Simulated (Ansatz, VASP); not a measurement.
## CaOs: VASP beside Ansatz

Contents of INCAR:

```
  PREC = Accurate
  ENCUT = 600
  EDIFF = 1E-6
  ISMEAR = 0
  SIGMA = 0.1
  LREAL = F
  LASPH = T
  NELM = 80
  ALGO = Fast
  ISIF = 3
  LWAVE = F
  LCHARG = F
  GGA = PE
  IBRION = 2
  NSW = 100
  EDIFFG = -0.01
```

KPOINTS

```
Automatic mesh
0
Gamma
  16 16 16
```

The input POSCAR:

```
CaOs
1.0
    0.0000000000      2.8973661274      2.8973661274
    2.8973661274      0.0000000000      2.8973661274
    2.8973661274      2.8973661274      0.0000000000
Ca Os
1 1
Direct
    0.0000000000      0.0000000000      0.0000000000
    0.5000000000      0.5000000000      0.5000000000
```

Input for Ansatz:

```yaml
crystal:
  lattice:
    - [0.0, 2.8973661274, 2.8973661274]
    - [2.8973661274, 0.0, 2.8973661274]
    - [2.8973661274, 2.8973661274, 0.0]
  atoms:
    - { symbol: Ca, position: [0.0, 0.0, 0.0] }
    - { symbol: Os, position: [0.5, 0.5, 0.5] }
basis:
  ecutwfc: 420
kpoints:
  mp_grid: { grid: [16, 16, 16] }
hamiltonian:
  xc: pbe
scf:
  occupations: { method: gaussian, width: 0.1 }
output:
  forces: true
  stress: true
  eigenvalues: true
relax:
  adjacent_minimum: "off"
  f_tol: 0.01
  max_steps: 80
  cell: { stress_tol: 0.05 }
```

Alike in both runs: task relaxation of cell and atoms; functional PBE; k mesh 16 × 16 × 16; occupations gaussian, width 0.1 eV; no spin polarisation.

```csv
,VASP,Ansatz
version,VASP 6.6.1,Ansatz 0.2.0
potentials or method,"VASP PAW PBE potentials, release 64 (Ca_sv, Os), cutoff 600 eV","scalar-relativistic, plane waves, PAW"
valence electrons in the cell,18,26
```

Ansatz gave:

```
gap on the k mesh at the Fermi level, each at its own relaxed structure (eV) : none
relaxed volume (Å³/atom)                                                     : 24.32
relaxed length of the cell vector where the two differ most in proportion (Å)              : 4.097
```

Task: Estimate VASP's values.

Result: gap on the k mesh at the Fermi level, each at its own relaxed structure (eV): none; relaxed volume (Å³/atom): 24.43; relaxed length of the cell vector where the two differ most in proportion (Å): 4.103.

A gap of «none» marks a metal or a gap that the smearing closes. VASP's potentials hold 18 valence electrons a cell and Ansatz's 26, so a difference there can come from the potentials and not from the codes.

Neither program's run includes spin-orbit coupling.
